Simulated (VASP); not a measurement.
Write the native input for VASP 6.6.1 that does the following.

* Task: single point
* Functional: PBE
* Potentials or basis: VASP PAW PBE potentials, release 64 (C, Ti_sv)
* Cutoff: 520 eV
* k mesh: 2 × 2 × 1
* Occupations: fermi-dirac, width 0.05 eV
* Spin: collinear spin
* Starting moments: [0.0, 0.0, 0.0, 0.0, 0.0, 0.0, 0.0, 0.0, 0.0, 0.0, 0.0, 0.0, 0.0, 0.0, 0.0, 0.0, 0.0, 0.0, 1.0] μB
* Dipole correction: no
* Further INCAR settings: LREAL = Auto; ALGO = Normal; EDIFF = 1e-06; NBANDS = 61

The structure of TiC18 lies in POSCAR:

```
TiC18
1.0
    7.3980000000      0.0000000000      0.0000000000
   -3.6990000000      6.4068560000      0.0000000000
    0.0000000000      0.0000000000     11.0000000000
C Ti
18 1
Direct
   -0.0007098370      0.0006529960      0.0902243106
    0.2227144388      0.1123647063      0.0902407800
   -0.0006866178      0.3330975193      0.0922490982
    0.2226887959      0.4447853035      0.0922517367
   -0.0007092299      0.6655173811      0.0902566296
    0.2227137291      0.7772293478      0.0902731968
    0.3344253979      0.0006522061      0.0902652238
    0.5572920659      0.1120866789      0.0924334173
    0.3341463626      0.3352319085      0.0924206927
    0.5551573222      0.4447853910      0.0922483607
    0.3341465998      0.6657958000      0.0924374674
    0.5551572294      0.7772535694      0.0922510738
    0.6668449606      0.0006290773      0.0922498477
    0.8878560757      0.1120864503      0.0924123974
    0.6668449726      0.3330975404      0.0922524302
    0.8878558907      0.4426505403      0.0924289257
    0.6647108406      0.6657962116      0.0924163125
    0.8875780285      0.7772284694      0.0902321437
    0.1109182744      0.8889805028      0.2568197553
```

These files were run (other wordings do the same):

INCAR

```
  PREC = Accurate
  ENCUT = 520
  EDIFF = 1E-6
  ISMEAR = -1
  SIGMA = 0.05
  LREAL = Auto
  LASPH = True
  NELM = 150
  ALGO = Normal
  ISIF = 2
  LWAVE = False
  LCHARG = False
  ISPIN = 2
  MAGMOM = 0 0 0 0 0 0 0 0 0 0 0 0 0 0 0 0 0 0 1
  LORBIT = 11
  LMAXMIX = 4
  GGA = PE
  NBANDS = 61
```

KPOINTS

```
Automatic mesh
0
Gamma
  2 2 1
```

Potentials or basis: VASP PAW PBE potentials, release 64 (C, Ti_sv).

Run with:

```console
$ cat potpaw_PBE.64/C/POTCAR potpaw_PBE.64/Ti_sv/POTCAR > POTCAR
$ mpirun -np 1 vasp_std > vasp.out
```

Results of the run:

```yaml
Largest_force: 0.356 eV/Å
Band_gap_on_the_k_mesh: zero (filled and empty bands overlap)
Net_moment: -1.98 μB per cell
Site_moments: C -0.01, +0.00 (each value once); Ti -1.60 μB
Valence_electrons_inside_the_program's_atomic_spheres: C 2.66; Ti 10.32
```

Caveat: the k points lie up to 0.49 Å⁻¹ apart, too coarse for converged energies and pressures of a metal.

It took 35 min on 1 thread of Intel(R) Xeon(R) 6975P-C (Granite Rapids) (shared host), peak memory 0.81 GiB.
